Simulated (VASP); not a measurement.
Crystal: BeTe.

```
Be Te
1.0
     0.00000    2.82862    2.82862
     2.82862    0.00000    2.82862
     2.82862    2.82862    0.00000
Be Te
1 1
Direct
  0.00000 0.00000 0.00000
  0.25000 0.25000 0.25000
```

Base run:

| Item | Value |
| --- | --- |
| Program | VASP 6.6.1 |
| Functional | PBE |
| Potentials or basis | VASP PAW PBE potentials, release 64 (Be, Te) |
| Cutoff | 520 eV |
| k mesh | 6 × 6 × 6 |
| Occupations | gaussian, width 0.01 eV |
| Spin | no spin polarisation |

Its results: band gap on the k mesh 2.01 eV (least direct gap 3.62 eV); electronic dielectric tensor (diagonal) 7.97.

Q: The run is repeated on the same cell with these changes: functional from PBE to r2SCAN. What comes out?

A: Band gap on the k mesh 2.37 eV (least direct gap 4.03 eV); electronic dielectric tensor (diagonal) 6.78.

Caveats: spin-orbit coupling is left out, which moves the levels of the heavy elements.

A k mesh can miss the band edges.
